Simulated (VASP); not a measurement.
# LiNbO3 (R-3m) in VASP: notebook

The runs below take LiNbO3 through single point, relaxation of cell and atoms, with PBE.

Program: VASP 6.6.1. These are calculated values, not measurements. Logs are shortened: lines on timing, memory, paths and dates and some standing lists are left out, and cuts for length are marked.

## (1) The cell of the first run

It takes space group R-3m (No. 166, trigonal). The conventional cell has a = 4.502 Å, b = 4.502 Å, c = 10.345 Å, α = 90.00°, β = 90.00°, γ = 120.00°. Li (site symmetry -3m) has 6 O at 2.25 Å within 3.0 Å. Nb (site symmetry -3m) has 6 O at 2.16 Å within 2.9 Å. Within 2.9 Å of O (site symmetry 2/m) lie 2 Nb at 2.16 Å and 4 O at 2.25 Å and 2 Li at 2.25 Å.

## (2) Single point, PBE

Contents of INCAR:

```
ALGO = Normal
EDIFF = 1E-6
ENCUT = 520
GGA = PE
ISIF = 2
ISMEAR = 0
LASPH = True
LCHARG = False
LREAL = False
LWAVE = False
NBANDS = 25
NELM = 60
PREC = Accurate
SIGMA = 0.1
```

Contents of KPOINTS:

```
k-points
0
Gamma
  6 6 6
```

Contents of POSCAR:

```
LiNbO3
1.0
    2.2508074500      1.2995042900      3.4482652400
   -2.2508074500      1.2995042900      3.4482652400
    0.0000000000     -2.5990085700      3.4482652400
Li Nb O
1 1 3
Direct
    0.0000000000      0.0000000000      0.0000000000
    0.5000000000      0.5000000000      0.5000000000
    0.5000000000      0.5000000000      0.0000000000
    0.0000000000      0.5000000000      0.5000000000
    0.5000000000      0.0000000000      0.5000000000
```

Potentials or basis: VASP PAW PBE potentials, release 64 (Li_sv, Nb_sv, O).

Run with:

```bash
$ cat potpaw_PBE.64/Li_sv/POTCAR potpaw_PBE.64/Nb_sv/POTCAR potpaw_PBE.64/O/POTCAR > POTCAR
$ mpirun -np 1 vasp_std > vasp.out
```

OUTCAR:

```text
EDIFF = 1E-6
   ENCUT = 520
   GGA = PE
   ISIF = 2
   ISMEAR = 0
   LASPH = True
   LREAL = False
   NELM = 60
   PREC = Accurate

 ion  position               nearest neighbor table
   1  0.000  0.000  0.000-   4 2.25   5 2.25   4 2.25   5 2.25   3 2.25   3 2.25
   2  0.500  0.500  0.500-   3 2.16   3 2.16   5 2.16   4 2.16   5 2.16   4 2.16
   3  0.500  0.500  0.000-   2 2.16   2 2.16   1 2.25   1 2.25
   4  0.000  0.500  0.500-   2 2.16   2 2.16   1 2.25   1 2.25
   5  0.500  0.000  0.500-   2 2.16   2 2.16   1 2.25   1 2.25

  LATTYP: Found a trigonal (rhomboedric) cell.
 ALAT       =     4.3180294976
 COS(alpha) =     0.4565801803

  Lattice vectors:

 A1 = (   2.2508074500,   1.2995042900,   3.4482652400)
 A2 = (  -2.2508074500,   1.2995042900,   3.4482652400)
 A3 = (   0.0000000000,  -2.5990085700,   3.4482652400)

Analysis of symmetry for initial positions (statically):
=====================================================================
 Subroutine PRICEL returns:
 Original cell was already a primitive cell.

 Routine SETGRP: Setting up the symmetry group for a
 trigonal (rhombohedral) supercell.

 Subroutine GETGRP returns: Found 12 space group operations
 (whereof 12 operations were pure point group operations)
 out of a pool of 12 trial point group operations.

The static configuration has the point symmetry D_3d.

Analysis of symmetry for dynamics (positions and initial velocities):
=====================================================================
 Subroutine PRICEL returns:
 Original cell was already a primitive cell.

 Routine SETGRP: Setting up the symmetry group for a
 trigonal (rhombohedral) supercell.

 Subroutine GETGRP returns: Found 12 space group operations
 (whereof 12 operations were pure point group operations)
 out of a pool of 12 trial point group operations.

The dynamic configuration has the point symmetry D_3d.

 Subroutine INISYM returns: Found 12 space group operations
 (whereof 12 operations are pure point group operations),
 and found     1 'primitive' translations

----------------------------------------------------------------------------------------

                                     Primitive cell

  volume of cell :      60.5157

  direct lattice vectors                    reciprocal lattice vectors
     2.250807450  1.299504290  3.448265240     0.222142503  0.128254034  0.096666964
    -2.250807450  1.299504290  3.448265240    -0.222142503  0.128254034  0.096666964
     0.000000000 -2.599008570  3.448265240     0.000000000 -0.256508068  0.096666965

  length of vectors
     4.318029498  4.318029498  4.318029494     0.274118388  0.274118388  0.274118388

  position of ions in fractional coordinates (direct lattice)
     0.000000000  0.000000000  0.000000000
     0.500000000  0.500000000  0.500000000
     0.500000000  0.500000000  0.000000000
     1.000000000  0.500000000  0.500000000
     0.500000000  1.000000000  0.500000000

  ion indices of the primitive-cell ions
   primitive index   ion index
                 1           1
                 2           2
                 3           3
                 4           4
                 5           5

----------------------------------------------------------------------------------------

 KPOINTS: k-points

Automatic generation of k-mesh.
 Grid dimensions read from file:
 generate k-points for:    6    6    6

 Generating k-lattice:

  Cartesian coordinates                     Fractional coordinates (reciprocal lattice)
     0.037023750  0.021375672  0.016111161     0.166666667  0.000000000 -0.000000000
    -0.037023750  0.021375672  0.016111161     0.000000000  0.166666667 -0.000000000
     0.000000000 -0.042751345  0.016111161     0.000000000  0.000000000  0.166666667

  Length of vectors
     0.045686398  0.045686398  0.045686398

  Shift w.r.t. Gamma in fractional coordinates (k-lattice)
     0.000000000  0.000000000  0.000000000

 Subroutine IBZKPT returns following result:
 ===========================================

 Found     32 irreducible k-points:

 Following reciprocal coordinates:
            Coordinates               Weight
  0.000000  0.000000  0.000000      1.000000
  0.166667  0.000000  0.000000      6.000000
  0.333333  0.000000 -0.000000      6.000000
  0.500000  0.000000 -0.000000      3.000000
  0.166667  0.166667  0.000000      6.000000
  0.333333  0.166667  0.000000     12.000000
[... 16 lines left out ...]
  0.500000  0.500000  0.166667      6.000000
 -0.333333  0.500000  0.166667     12.000000
 [... further k-points ...]
   k-points           NKPTS =     32   k-points in BZ     NKDIM =     32   number of bands    NBANDS=     25
   number of dos      NEDOS =    301   number of ions     NIONS =      5
   total plane-waves  NPLWV =  32768
   dimension x,y,z NGX =    32 NGY =   32 NGZ =   32
   dimension x,y,z NGXF=    64 NGYF=   64 NGZF=   64
   ions per type =               1   1   3
[... 64 lines left out ...]
 fundamental gap:      0.0404727793
 Fermi energy:         5.0831578739

 k-point     1 :       0.0000    0.0000    0.0000
  band No.  band energies     occupation
      1     -51.4857      2.00000
      2     -40.6894      2.00000
      3     -27.5004      2.00000
      4     -27.5004      2.00000
      5     -27.4184      2.00000
      6     -14.6671      2.00000
[... 17 lines left out ...]
     24      12.2815      0.00000
     25      16.5381      0.00000

 k-point     2 :       0.1667    0.0000    0.0000
  band No.  band energies     occupation
      1     -51.4854      2.00000
      2     -40.6894      2.00000
      3     -27.5076      2.00000
      4     -27.5005      2.00000
      5     -27.4264      2.00000
      6     -14.5240      2.00000
[... 17 lines left out ...]
     24      12.3460      0.00000
     25      14.9366      0.00000

 k-point     3 :       0.3333    0.0000   -0.0000
  band No.  band energies     occupation
      1     -51.4849      2.00000
      2     -40.6893      2.00000
      3     -27.5254      2.00000
      4     -27.5006      2.00000
      5     -27.4387      2.00000
      6     -14.1959      2.00000
[... 17 lines left out ...]
     24      12.1878      0.00000
     25      14.2373      0.00000

 k-point     4 :       0.5000    0.0000   -0.0000
  band No.  band energies     occupation
      1     -51.4846      2.00000
      2     -40.6892      2.00000
      3     -27.5357      2.00000
      4     -27.5007      2.00000
      5     -27.4433      2.00000
      6     -13.9953      2.00000
[... 17 lines left out ...]
     24      12.1988      0.00000
     25      13.7517      0.00000

 k-point     5 :       0.1667    0.1667    0.0000
  band No.  band energies     occupation
      1     -51.4852      2.00000
      2     -40.6894      2.00000
      3     -27.5073      2.00000
      4     -27.5048      2.00000
      5     -27.4356      2.00000
      6     -14.4575      2.00000
[... 17 lines left out ...]
     24      12.1933      0.00000
     25      15.0694      0.00000

 k-point     6 :       0.3333    0.1667    0.0000
  band No.  band energies     occupation
      1     -51.4848      2.00000
      2     -40.6893      2.00000
      3     -27.5230      2.00000
      4     -27.5055      2.00000
      5     -27.4486      2.00000
      6     -14.1695      2.00000
[... 17 lines left out ...]
     24      12.0157      0.00000
     25      13.9185      0.00000
[... 393 lines left out ...]
 k-point    21 :      -0.3333    0.3333    0.1667
  band No.  band energies     occupation
      1     -51.4841      2.00000
      2     -40.6892      2.00000
      3     -27.5257      2.00000
      4     -27.5188      2.00000
      5     -27.4752      2.00000
      6     -13.6060      2.00000
[... 17 lines left out ...]
     24      11.5093      0.00000
     25      13.8644      0.00000

 k-point    22 :      -0.1667    0.3333    0.1667
  band No.  band energies     occupation
      1     -51.4845      2.00000
      2     -40.6892      2.00000
      3     -27.5238      2.00000
      4     -27.5111      2.00000
      5     -27.4586      2.00000
      6     -13.8130      2.00000
[... 17 lines left out ...]
     24      11.4493      0.00000
     25      13.7097      0.00000

 k-point    23 :       0.5000    0.5000    0.1667
  band No.  band energies     occupation
      1     -51.4838      2.00000
      2     -40.6892      2.00000
      3     -27.5313      2.00000
      4     -27.5270      2.00000
      5     -27.4853      2.00000
      6     -13.6465      2.00000
[... 17 lines left out ...]
     24      12.5738      0.00000
     25      13.4756      0.00000

 k-point    24 :      -0.3333    0.5000    0.1667
  band No.  band energies     occupation
      1     -51.4839      2.00000
      2     -40.6891      2.00000
      3     -27.5300      2.00000
      4     -27.5224      2.00000
      5     -27.4803      2.00000
      6     -13.3997      2.00000
[... 17 lines left out ...]
     24      11.6705      0.00000
     25      14.0051      0.00000

 [... further k-points ...]
[... 5 lines left out ...]
  --------------------------------------------------------------------------------------
  -------------------------------------------------------------------------------------
  Total        5.6528060      5.6528060    -21.6614865      0.0000000     -0.0000000      0.0000000
  in kB      149.6603268    149.6603267   -573.4966224      0.0000000     -0.0000006      0.0000000
  external PRESSURE =     -91.3919896 kB  Pullay stress =       0.0000000 kB

 VOLUME and BASIS-vectors are now :
 -----------------------------------------------------------------------------
  energy-cutoff  :      520.00
  volume of cell :       60.52
      direct lattice vectors                 reciprocal lattice vectors
     2.250807450  1.299504290  3.448265240     0.222142503  0.128254034  0.096666964
    -2.250807450  1.299504290  3.448265240    -0.222142503  0.128254034  0.096666964
     0.000000000 -2.599008570  3.448265240     0.000000000 -0.256508068  0.096666965

 POSITION                                       TOTAL-FORCE (eV/Angst)
 -----------------------------------------------------------------------------------
      0.00000      0.00000      0.00000         0.000000      0.000000      0.000000
      0.00000      0.00000      5.17240         0.000000     -0.000000     -0.000000
      0.00000      1.29950      3.44827         0.000000      0.000000     -0.000000
     -1.12540     -0.64975      3.44827        -0.000000     -0.000000      0.000000
      1.12540     -0.64975      3.44827        -0.000000      0.000000      0.000000
 -----------------------------------------------------------------------------------
    total drift:                                0.000000      0.000000     -0.000000

  FREE ENERGIE OF THE ION-ELECTRON SYSTEM (eV)
  ---------------------------------------------------
  free  energy   TOTEN  =       -32.1483075743 eV

  energy  without entropy=      -32.1270811392  energy(sigma->0) =      -32.13769436
```

Wall time 24 s (1 thread of Intel Xeon 6975P-C (Granite Rapids), shared host); peak memory 0.2 GiB.

What came out:

* Free energy: -32.1483 eV
* Band gap on the k mesh: zero (band 17 reaches 5.39 eV, above the bottom of band 18 at 4.69 eV)

Caveat: the cutoff is under 1.25 times the usual one of these potentials, so pressure, stress and relaxed cells hold a basis-set (Pulay) error.

## (3) Single point, PBE, collinear spin, ferrimagnetic start

Contents of INCAR:

```
ALGO     = Normal         # electronic algorithm
EDIFF    = 1E-7           # SCF threshold, eV
ENCUT    = 520            # plane-wave cutoff, eV
GGA      = PE             # functional
ISIF     = 2              # what is computed and relaxed
ISMEAR   = 0              # smearing method
ISPIN    = 2              # spin polarisation
LASPH    = True           # aspherical terms in the spheres
LCHARG   = True           # write CHGCAR
LELF     = True           # ELF
LMAXMIX  = 4              # l up to which the mixer works
LORBIT   = 11             # projections on sites
LREAL    = False          # projectors in reciprocal space
LVHAR    = True         
LWAVE    = False          # write WAVECAR
MAGMOM   = 0 -0.18 0.48 0.48 0.48 # initial moments
NBANDS   = 29             # bands
NELM     = 150            # most SCF steps
PREC     = Accurate       # precision mode
SIGMA    = 0.1            # smearing width, eV
```

KPOINTS is that of step 2.

POSCAR is that of step 2.

Potentials or basis: VASP PAW PBE potentials, release 64 (Li_sv, Nb_sv, O).

Run with:

```bash
$ cat potpaw_PBE.64/Li_sv/POTCAR potpaw_PBE.64/Nb_sv/POTCAR potpaw_PBE.64/O/POTCAR > POTCAR
$ mpirun -np 1 vasp_std > vasp.out
```

It took 63 s on 1 thread of Intel Xeon 6975P-C (Granite Rapids), shared host; peak memory 0.26 GiB.

Results (log left out):

| Property | Result |
| --- | --- |
| Free energy | -32.2785 eV |
| Net moment | -1.02 μB per cell |
| Site moments | Li +0.00; Nb +0.25; O -0.40 μB |
| Valence electrons inside the program's atomic spheres | Li 2.05; Nb 10.26; O 4.92 |

Levels at points of the mesh, in eV from the Fermi level:
Spin up:
| k point | band 13 | band 14 | band 15 | band 16 | band 17 | band 18 | band 19 | band 20 | band 21 | band 22 |
| --- | --- | --- | --- | --- | --- | --- | --- | --- | --- | --- |
| (0.00, 0.00, 0.00) | -2.75 | -2.75 | -1.64 | -0.65 | -0.65 | -0.10 | 0.99 | 0.99 | 1.92 | 1.92 |
| (0.50, 0.00, 0.00) | -3.06 | -3.03 | -2.59 | -2.06 | -1.23 | 0.81 | 0.96 | 1.26 | 2.19 | 3.69 |
| (0.50, 0.50, 0.00) | -3.46 | -3.11 | -2.65 | -2.00 | 0.72 | 0.98 | 1.11 | 1.63 | 2.96 | 3.59 |
| (0.50, 0.50, 0.50) | -4.98 | -4.98 | -0.04 | 0.98 | 0.98 | 1.25 | 1.31 | 1.31 | 6.13 | 6.13 |
Spin down:
```csv
k point,band 13,band 14,band 15,band 16,band 17,band 18,band 19,band 20,band 21,band 22
"(0.00, 0.00, 0.00)",-3.11,-3.11,-1.45,-0.70,-0.36,-0.36,-0.34,-0.34,2.00,2.00
"(0.50, 0.00, 0.00)",-3.75,-3.47,-3.34,-2.75,-0.97,-0.39,1.11,1.22,2.27,3.70
"(0.50, 0.50, 0.00)",-3.94,-3.57,-3.16,-3.14,-0.40,0.99,1.20,1.60,3.01,3.54
"(0.50, 0.50, 0.50)",-5.21,-5.21,-0.64,-0.36,-0.36,1.10,1.44,1.44,6.03,6.03
```

Caveat: the cutoff is under 1.25 times the usual one of these potentials, so pressure, stress and relaxed cells hold a basis-set (Pulay) error.

## (4) Relaxation of cell and atoms, PBE, collinear spin, zero start

Contents of INCAR:

```
SYSTEM = LiNbO3
PREC = Accurate
ENCUT = 600
EDIFF = 1E-7
ISMEAR = 0
SIGMA = 0.1
LREAL = .FALSE.
LASPH = .TRUE.
NELM = 150
ALGO = Normal
ISIF = 3
LWAVE = .FALSE.
LCHARG = .FALSE.
ISPIN = 2
MAGMOM = 0 0 0 0 0
LORBIT = 11
LMAXMIX = 4
GGA = PE
IBRION = 2
NSW = 90
EDIFFG = -0.04
```

Contents of KPOINTS:

```
regular mesh
0
G
  6 6 6
  0 0 0
```

POSCAR is that of step 3.

Run with:

```bash
$ cat potpaw_PBE.64/Li_sv/POTCAR potpaw_PBE.64/Nb_sv/POTCAR potpaw_PBE.64/O/POTCAR > POTCAR
$ mpirun -np 1 vasp_std > vasp.out
```

Run time: 6 min. Hardware: 1 thread of Intel Xeon 6975P-C (Granite Rapids), shared host; peak memory 0.3 GiB.

Results (log left out):

* Free energy: -39.1226 eV
* Relaxed volume: 12.24 Å³/atom
* Relaxed cell: a = 3.941 Å, b = 3.941 Å, c = 3.941 Å, α = 89.04°, β = 89.04°, γ = 89.04°
* Space group after relaxing (to 0.05 Å): R-3m (No. 166)
* Energy gained by relaxing: 1394.0 meV/atom
* Ionic steps: 8
* Pressure after relaxing: 0.2 GPa
* Band gap on the k mesh: 1.69 eV, indirect (least direct gap 2.45 eV)
* Net moment: 0.00 μB per cell
* Valence electrons inside the program's atomic spheres: Li 2.00; Nb 10.39; O 5.08

Stress tensor (GPa, compression positive):
```
 0.42  0.00  0.00
 0.00  0.42  0.00
 0.00  0.00 -0.33
```

The path:
```
step  energy change (eV)  largest force (eV/Å)  pressure (GPa)  volume (Å³)
   1              0.0000                0.0000           -9.28        60.52
   2             -4.4298                0.0000           27.46        53.14
   3             -4.6798                0.0000           45.19        51.00
   4             -6.4736                0.0000           21.10        55.96
   5             -6.9305                0.0000            3.43        60.10
   6             -6.9347                0.0000            4.38        59.87
   7             -6.9624                0.0000            2.24        60.52
   8             -6.9699                0.0000            0.17        61.19
```

Final structure:
```
Li Nb O
1.0
     2.76326    1.59537    2.31322
    -2.76326    1.59537    2.31322
     0.00000   -3.19073    2.31322
Li Nb O
1 1 3
Direct
  0.00000 0.00000 0.00000
  0.50000 0.50000 0.50000
  0.50000 0.50000 0.00000
  0.00000 0.50000 0.50000
  0.50000 0.00000 0.50000
```

Levels at points of the mesh, in eV from the valence-band top:
Spin up:
```csv
k point,band 13,band 14,band 15,band 16,band 17,band 18,band 19,band 20,band 21
"(0.00, 0.00, 0.00)",-1.16,-1.04,-0.85,-0.77,-0.77,1.69,1.69,1.72,4.64
"(0.50, 0.00, 0.00)",-2.10,-2.04,-1.46,-0.91,-0.79,1.77,4.40,4.41,5.78
"(0.50, 0.50, 0.00)",-2.82,-2.02,-2.00,-1.46,-0.02,4.41,4.47,5.60,7.23
"(0.50, 0.50, 0.50)",-4.80,-4.55,-0.01,0.00,0.00,5.58,5.58,5.62,6.96
```
Spin down:
```csv
k point,band 15,band 16,band 17,band 18,band 19,band 20
"(0.00, 0.00, 0.00)",-0.85,-0.77,-0.77,1.69,1.69,1.72
"(0.50, 0.00, 0.00)",-1.46,-0.91,-0.79,1.77,4.40,4.41
"(0.50, 0.50, 0.00)",-2.00,-1.46,-0.02,4.41,4.47,5.60
"(0.50, 0.50, 0.50)",-0.01,0.00,0.00,5.58,5.58,5.62
```

Caveat: the cutoff is under 1.25 times the usual one of these potentials, so pressure, stress and relaxed cells hold a basis-set (Pulay) error. A k mesh can miss the band edges.

## (5) Summary

```csv
task,spin,cell,cutoff (eV),gap on the mesh (eV),moment (μB)
single point,off,as given,520,none,-
single point,"collinear, ferrimagnetic start",as given,520,none,1.02
relaxation of cell and atoms,"collinear, zero start",relaxed,600,1.69,0.00
```

Alike in all rows: level PBE; potentials or basis VASP PAW PBE potentials, release 64 (Li_sv, Nb_sv, O); k mesh 6 × 6 × 6; smearing gaussian 0.1 eV.

Caveats: the cutoff is under 1.25 times the usual one of these potentials, so pressure, stress and relaxed cells hold a basis-set (Pulay) error.

Absolute energies hang on the potentials; compare differences alone.
